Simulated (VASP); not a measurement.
# FePt (P4/mmm) in VASP: a series of runs

FePt is run at these levels: BLYP+D3(BJ), LDA; tasks: single point.

All numbers are computed with VASP 6.6.1; they aren't measurements. Logs are shortened: lines on timing, memory, paths and dates and some standing lists are left out, and cuts for length are marked.

## Step 1: The cell of the first run

It takes space group P4/mmm (No. 123, tetragonal). The conventional cell has a = 2.719 Å, b = 2.719 Å, c = 3.714 Å, α = 90.00°, β = 90.00°, γ = 90.00°. Within 3.5 Å of Pt (site symmetry 4/mmm) lie 8 Fe at 2.67 Å and 4 Pt at 2.72 Å. Within 3.5 Å of Fe (site symmetry 4/mmm) lie 8 Pt at 2.67 Å and 4 Fe at 2.72 Å.

## Step 2: Single point, BLYP+D3(BJ), collinear spin, ferromagnetic start

INCAR reads:

```
AGGAC    = 1.0          
AGGAX    = 1.0          
ALDAC    = 0.0          
ALDAX    = 1.0          
ALGO     = Normal         # electronic algorithm
EDIFF    = 1E-6           # SCF threshold, eV
ENCUT    = 600            # plane-wave cutoff, eV
GGA      = B5             # functional
GGA_COMPAT= False        
ISIF     = 2              # what is computed and relaxed
ISMEAR   = -1             # smearing method
ISPIN    = 2              # spin polarisation
IVDW     = 12             # dispersion correction
LASPH    = True           # aspherical terms in the spheres
LCHARG   = True           # write CHGCAR
LELF     = True           # ELF
LMAXMIX  = 4              # l up to which the mixer works
LORBIT   = 11             # projections on sites
LREAL    = False          # projectors in reciprocal space
LVHAR    = True         
LWAVE    = False          # write WAVECAR
MAGMOM   = 0 3            # initial moments
NBANDS   = 20             # bands
NELM     = 200            # most SCF steps
PREC     = Accurate       # precision mode
SIGMA    = 0.05           # smearing width, eV
VDW_A1   = 0.4298       
VDW_A2   = 4.2359       
VDW_S6   = 1.0          
VDW_S8   = 2.6996
```

KPOINTS reads:

```
k-points
0
Gamma
  10 10 7
```

POSCAR reads:

```
FePt
1.0
    2.7189230339      0.0000000000      0.0000000000
    0.0000000000      2.7189230339      0.0000000000
    0.0000000000      0.0000000000      3.7137671261
Pt Fe
1 1
Direct
    0.5000000000      0.5000000000      0.5000000000
    0.0000000000      0.0000000000      0.0000000000
```

Potentials or basis: VASP PAW PBE potentials, release 64 (Pt, Fe).

On the command line:

```bash
$ cat potpaw_PBE.64/Pt/POTCAR potpaw_PBE.64/Fe/POTCAR > POTCAR
$ mpirun -np 1 vasp_std > vasp.out
```

OUTCAR:

```text
EDIFF = 1E-6
   ENCUT = 600
   GGA = B5
   ISIF = 2
   ISMEAR = -1
   ISPIN = 2
   IVDW = 12
   LASPH = True
   LORBIT = 11
   LREAL = False
   NELM = 200
   PREC = Accurate
 IVDW          = 12

 ion  position               nearest neighbor table
   1  0.500  0.500  0.500-   2 2.67   2 2.67   2 2.67   2 2.67   2 2.67   2 2.67   2 2.67   2 2.67

   2  0.000  0.000  0.000-   1 2.67   1 2.67   1 2.67   1 2.67   1 2.67   1 2.67   1 2.67   1 2.67

  LATTYP: Found a simple tetragonal cell.
 ALAT       =     2.7189230339
 C/A-ratio  =     1.3658963787

  Lattice vectors:

 A1 = (   2.7189230339,   0.0000000000,   0.0000000000)
 A2 = (   0.0000000000,   2.7189230339,   0.0000000000)
 A3 = (   0.0000000000,   0.0000000000,   3.7137671261)

Analysis of symmetry for initial positions (statically):
=====================================================================
 Subroutine PRICEL returns:
 Original cell was already a primitive cell.

 Routine SETGRP: Setting up the symmetry group for a
 simple tetragonal supercell.

 Subroutine GETGRP returns: Found 16 space group operations
 (whereof 16 operations were pure point group operations)
 out of a pool of 16 trial point group operations.

The static configuration has the point symmetry D_4h.

Analysis of symmetry for dynamics (positions and initial velocities):
=====================================================================
 Subroutine PRICEL returns:
 Original cell was already a primitive cell.

 Routine SETGRP: Setting up the symmetry group for a
 simple tetragonal supercell.

 Subroutine GETGRP returns: Found 16 space group operations
 (whereof 16 operations were pure point group operations)
 out of a pool of 16 trial point group operations.

The dynamic configuration has the point symmetry D_4h.

Analysis of structural, dynamic, and magnetic symmetry:
=====================================================================
 Subroutine PRICEL returns:
 Original cell was already a primitive cell.

 Routine SETGRP: Setting up the symmetry group for a
 simple tetragonal supercell.

 Subroutine GETGRP returns: Found 16 space group operations
 (whereof 16 operations were pure point group operations)
 out of a pool of 16 trial point group operations.

The overall configuration has the point symmetry D_4h.

 Subroutine INISYM returns: Found 16 space group operations
 (whereof 16 operations are pure point group operations),
 and found     1 'primitive' translations

----------------------------------------------------------------------------------------

                                     Primitive cell

  volume of cell :      27.4542

  direct lattice vectors                    reciprocal lattice vectors
     2.718923034  0.000000000  0.000000000     0.367792684  0.000000000  0.000000000
     0.000000000  2.718923034  0.000000000     0.000000000  0.367792684  0.000000000
     0.000000000  0.000000000  3.713767126     0.000000000  0.000000000  0.269268364

  length of vectors
     2.718923034  2.718923034  3.713767126     0.367792684  0.367792684  0.269268364

  position of ions in fractional coordinates (direct lattice)
     0.500000000  0.500000000  0.500000000
     0.000000000  0.000000000  0.000000000

  ion indices of the primitive-cell ions
   primitive index   ion index
                 1           1
                 2           2

----------------------------------------------------------------------------------------

 KPOINTS: k-points

Automatic generation of k-mesh.
 Grid dimensions read from file:
 generate k-points for:   10   10    7

 Generating k-lattice:

  Cartesian coordinates                     Fractional coordinates (reciprocal lattice)
     0.036779268  0.000000000  0.000000000     0.100000000  0.000000000  0.000000000
     0.000000000  0.036779268  0.000000000     0.000000000  0.100000000  0.000000000
     0.000000000  0.000000000  0.038466909     0.000000000  0.000000000  0.142857143

  Length of vectors
     0.036779268  0.036779268  0.038466909

  Shift w.r.t. Gamma in fractional coordinates (k-lattice)
     0.000000000  0.000000000  0.000000000

 Subroutine IBZKPT returns following result:
 ===========================================

 Found     84 irreducible k-points:

 Following reciprocal coordinates:
            Coordinates               Weight
  0.000000  0.000000  0.000000      1.000000
  0.100000  0.000000  0.000000      4.000000
  0.200000  0.000000  0.000000      4.000000
  0.300000  0.000000  0.000000      4.000000
  0.400000  0.000000  0.000000      4.000000
  0.500000  0.000000  0.000000      2.000000
[... 16 lines left out ...]
  0.100000  0.000000  0.142857      8.000000
  0.200000  0.000000  0.142857      8.000000
 [... further k-points ...]
   k-points           NKPTS =     84   k-points in BZ     NKDIM =     84   number of bands    NBANDS=     20
   number of dos      NEDOS =    301   number of ions     NIONS =      2
   total plane-waves  NPLWV =  17280
   dimension x,y,z NGX =    24 NGY =   24 NGZ =   30
   dimension x,y,z NGXF=    48 NGYF=   48 NGZF=   60
   ions per type =               1   1
   NGX,Y,Z   is equivalent  to a cutoff of  14.67, 14.67, 13.43 a.u.
   NGXF,Y,Z  is equivalent  to a cutoff of  29.35, 29.35, 26.86 a.u.
 SYSTEM =  unknown system
   PREC   = accura    normal or accurate (medium, high low for compatibility)
   ISTART =      0    job   : 0-new  1-cont  2-samecut
   ICHARG =      2    charge: 1-file 2-atom 10-const
   ISPIN  =      2    spin polarized calculation?
   LNONCOLLINEAR =      F non collinear calculations
   LSORBIT =      F    spin-orbit coupling
   LASPH  =      T    aspherical Exc in radial PAW
   ENCUT  =  600.0 eV  44.10 Ry    6.64 a.u.   5.43  5.43  7.42*2*pi/ulx,y,z
   NELM   =    200;   NELMIN=  2; NELMDL= -5     # of ELM steps
   EDIFF  = 0.1E-05   stopping-criterion for ELM
   LREAL  =      F    real-space projection
   EDIFFG = 0.1E-04   stopping-criterion for IOM
   NSW    =      0    number of steps for IOM
   IBRION =     -1    ionic relax: 0-MD 1-quasi-New 2-CG
   NFREE  =      0    steps in history (QN), initial steepest desc. (CG)
   ISIF   =      2    stress and relaxation
   ISYM   =      2    0-nonsym 1-usesym 2-fastsym
   POTIM  = 0.5000    time-step for ionic-motion
   TEBEG  =    0.0;   TEEND  =   0.0 temperature during run
   PSTRESS=    0.0 pullay stress
   NELECT =      18.0000    total number of electrons
   NUPDOWN=      -1.0000    fix difference up-down
   EMIN   =  10.00;   EMAX   =-10.00  energy-range for DOS
   EFERMI =   0.00;   METHOD = LEGACY
   ISMEAR =    -1;   SIGMA  =   0.05  broadening in eV -4-tet -1-fermi 0-gaus
   EFERMI_NEDOS =   21; number of points for ismear=-14 and -15
   IALGO  =     38    algorithm
   IMIX   =      4    mixing-type and parameters
     AMIX     =   0.40;   BMIX     =  1.00
     AMIX_MAG =   1.60;   BMIX_MAG =  1.00
  volume/ion in A,a.u.               =      13.73        92.63
  Fermi-wavevector in a.u.,A,eV,Ry     =   1.422207  2.687582 27.520136  2.022673
  Thomas-Fermi vector in A             =   2.542935
   LORBIT       =     11    0 simple, 1 ext, 2 COOP (PROOUT), +10 PAW based schemes
   GGA     = B5    functional components
   LHFCALC =     F    Hartree Fock is set to
   AEXX    =    0.0000 exact exchange contribution
   IVDW    =    12    specifies the selected vdW correction
   LEPSILON=     F    determine dielectric tensor
   LRPA    =     F    only Hartree local field effects (RPA)
 spin polarized calculation
  energy-cutoff  :      600.00
  volume of cell :       27.45
 maximum number of plane-waves:       931
 NGX is ok and might be reduce to    24
   NGX = 11   NGY = 11   NGZ = 15

 number of electron      18.0000003 magnetization       3.2118740

 Free energy of the ion-electron system (eV)
  ---------------------------------------------------
  ext. energy  EPLUGINS =         0.00000000
  ---------------------------------------------------
  free energy    TOTEN  =       -12.55367640 eV

  energy without entropy =      -12.54310209  energy(sigma->0) =      -12.54838924

 E-fermi :   9.3081     XC(G=0): -12.4341

 val. band max:        9.2902862973   @ k =   0.5000   0.2000   0.1429
 cond. band min:       9.3206658493   @ k =   0.5000   0.2000   0.4286
 fundamental gap:      0.0303795520
 Fermi energy:         9.3081194917

 spin component 1

 k-point     1 :       0.0000    0.0000    0.0000
  band No.  band energies     occupation
      1      -0.1580      1.00000
      2       2.9897      1.00000
      3       3.1056      1.00000
      4       5.8830      1.00000
      5       5.8830      1.00000
      6       6.4507      1.00000
[... 12 lines left out ...]
     19      31.0331      0.00000
     20      31.0331      0.00000

 k-point     2 :       0.1000    0.0000    0.0000
  band No.  band energies     occupation
      1       0.1033      1.00000
      2       3.1200      1.00000
      3       3.2944      1.00000
      4       5.7743      1.00000
      5       5.9585      1.00000
      6       6.5172      1.00000
[... 12 lines left out ...]
     19      30.8058      0.00000
     20      31.5237      0.00000
[... 465 lines left out ...]
      3       3.3762      1.00000
      4       5.8322      1.00000
      5       6.0338      1.00000
      6       6.4531      1.00000
[... 12 lines left out ...]
     19      30.8634      0.00000
     20      31.2163      0.00000

 k-point    24 :       0.2000    0.0000    0.1429
  band No.  band energies     occupation
      1       1.0427      1.00000
      2       3.4890      1.00000
      3       3.9912      1.00000
      4       5.4910      1.00000
      5       6.1459      1.00000
      6       6.5739      1.00000
[... 12 lines left out ...]
     19      32.5333      0.00000
     20      32.8073      0.00000

 [... further k-points ...]

 spin component 2

 k-point     1 :       0.0000    0.0000    0.0000
  band No.  band energies     occupation
      1      -0.0353      1.00000
      2       3.4699      1.00000
      3       3.5303      1.00000
      4       6.8734      1.00000
      5       6.8734      1.00000
      6       8.4382      1.00000
[... 12 lines left out ...]
     19      31.1438      0.00000
     20      31.1438      0.00000

 k-point     2 :       0.1000    0.0000    0.0000
  band No.  band energies     occupation
      1       0.2273      1.00000
      2       3.5883      1.00000
      3       3.7382      1.00000
      4       6.6345      1.00000
      5       6.9466      1.00000
      6       8.3107      1.00000
[... 12 lines left out ...]
     19      31.2259      0.00000
     20      31.6368      0.00000
[... 465 lines left out ...]
      3       3.8283      1.00000
      4       6.6587      1.00000
      5       6.9970      1.00000
      6       8.3360      1.00000
[... 12 lines left out ...]
     19      31.3288      0.00000
     20      31.4109      0.00000

 k-point    24 :       0.2000    0.0000    0.1429
  band No.  band energies     occupation
      1       1.1754      1.00000
      2       3.9066      1.00000
      3       4.4829      1.00000
      4       5.9989      1.00000
      5       7.1264      1.00000
      6       7.8809      1.00000
[... 12 lines left out ...]
     19      32.7504      0.00000
     20      33.0746      0.00000

 [... further k-points ...]

------------------------ aborting loop because EDIFF is reached ----------------------------------------

 Edisp (eV)   -2.50071

 E8    (eV) :    -1.8721

  FORCE on cell =-STRESS in cart. coord.  units (eV):
  Direction    XX          YY          ZZ          XY          YZ          ZX
  --------------------------------------------------------------------------------------
  -------------------------------------------------------------------------------------
  Total       0.14151     0.14151     0.12942     0.00000    -0.00000     0.00000
  in kB       8.25813     8.25813     7.55296     0.00000    -0.00000     0.00000
  external pressure =        8.02 kB  Pullay stress =        0.00 kB

 VOLUME and BASIS-vectors are now :
 -----------------------------------------------------------------------------
  energy-cutoff  :      600.00
  volume of cell :       27.45
      direct lattice vectors                 reciprocal lattice vectors
     2.718923034  0.000000000  0.000000000     0.367792684  0.000000000  0.000000000
     0.000000000  2.718923034  0.000000000     0.000000000  0.367792684  0.000000000
     0.000000000  0.000000000  3.713767126     0.000000000  0.000000000  0.269268364

 POSITION                                       TOTAL-FORCE (eV/Angst)
 -----------------------------------------------------------------------------------
      1.35946      1.35946      1.85688         0.000000      0.000000      0.000000
      0.00000      0.00000      0.00000         0.000000      0.000000      0.000000
 -----------------------------------------------------------------------------------
    total drift:                                0.000000      0.000000     -0.000000

  FREE ENERGIE OF THE ION-ELECTRON SYSTEM (eV)
  ---------------------------------------------------
  free  energy   TOTEN  =       -15.0543841369 eV

  energy  without entropy=      -15.0438098331  energy(sigma->0) =      -15.04909698

 total charge

# of ion       s       p       d       tot
------------------------------------------
    1        0.727   0.645   8.116   9.487
    2        0.410   0.441   6.201   7.051
--------------------------------------------------
tot          1.137   1.085  14.316  16.538

 magnetization (x)

# of ion       s       p       d       tot
------------------------------------------
    1       -0.025  -0.062   0.427   0.341
    2        0.002  -0.008   2.850   2.844
--------------------------------------------------
tot         -0.023  -0.070   3.277   3.185
```

Run time: 44 s. Hardware: 1 thread of Intel Xeon 6975P-C (Granite Rapids), shared host; peak memory 0.23 GiB.

Results:

| Property | Result |
| --- | --- |
| Free energy | -15.0544 eV |
| Pressure | 0.8 GPa |
| Net moment | 3.21 μB per cell |
| Site moments | Pt +0.34; Fe +2.84 μB |
| Valence electrons inside the program's atomic spheres | Pt 9.49; Fe 7.05 |
| Dispersion energy per atom | -1.250 eV |

Caveat: the PAW data sets were made with another functional, which shifts forces and pressure a little; spin-orbit coupling is left out, which moves the levels of the heavy elements.

## Step 3: Single point, LDA, non-collinear spin, typed start, spin-orbit coupling

This run uses another cell than the first one, of 13.80 Å³/atom.

INCAR reads:

```
SYSTEM = FePt
PREC = Accurate
ENCUT = 600
EDIFF = 1E-6
ISMEAR = -1
SIGMA = 0.05
LREAL = .FALSE.
LASPH = .TRUE.
NELM = 200
ALGO = Normal
ISIF = 2
LWAVE = .FALSE.
LCHARG = .FALSE.
MAGMOM = 0 0 0 2.121 2.121 0
LORBIT = 11
LSORBIT = .TRUE.
GGA_COMPAT = .FALSE.
LORBMOM = .TRUE.
LMAXMIX = 4
NBANDS = 30
```

KPOINTS reads:

```
Automatic mesh
0
G
  7 7 5
  0 0 0
```

POSCAR reads:

```
FePt
1.0
    2.7235000000      0.0000000000      0.0000000000
    0.0000000000      2.7235000000      0.0000000000
    0.0000000000      0.0000000000      3.7200000000
Pt Fe
1 1
Direct
    0.5000000000      0.5000000000      0.5000000000
    0.0000000000      0.0000000000      0.0000000000
```

Potentials or basis: VASP PAW LDA potentials, release 64 (Pt, Fe).

On the command line:

```bash
$ cat potpaw_LDA.64/Pt/POTCAR potpaw_LDA.64/Fe/POTCAR > POTCAR
$ mpirun -np 1 vasp_ncl > vasp.out
```

Run time: 57 s. Hardware: 1 thread of Intel Xeon 6975P-C (Granite Rapids), shared host; peak memory 0.26 GiB.

It converged, with:

```
Free energy                                           : -17.3065 eV
Pressure                                              : -13.4 GPa
Net moment                                            : 3.09 μB per cell
Valence electrons inside the program's atomic spheres : Pt 9.41; Fe 7.03
```

Stress tensor (GPa, compression positive):
```
-14.41  -0.06   0.00
 -0.06 -14.41   0.00
  0.00   0.00 -11.24
```

Moments on the atoms (μB; x, y, z):
```
Pt  0.21 0.21 0.00
Fe  1.94 1.94 0.00
```

Caveat: the cell stands under tension.
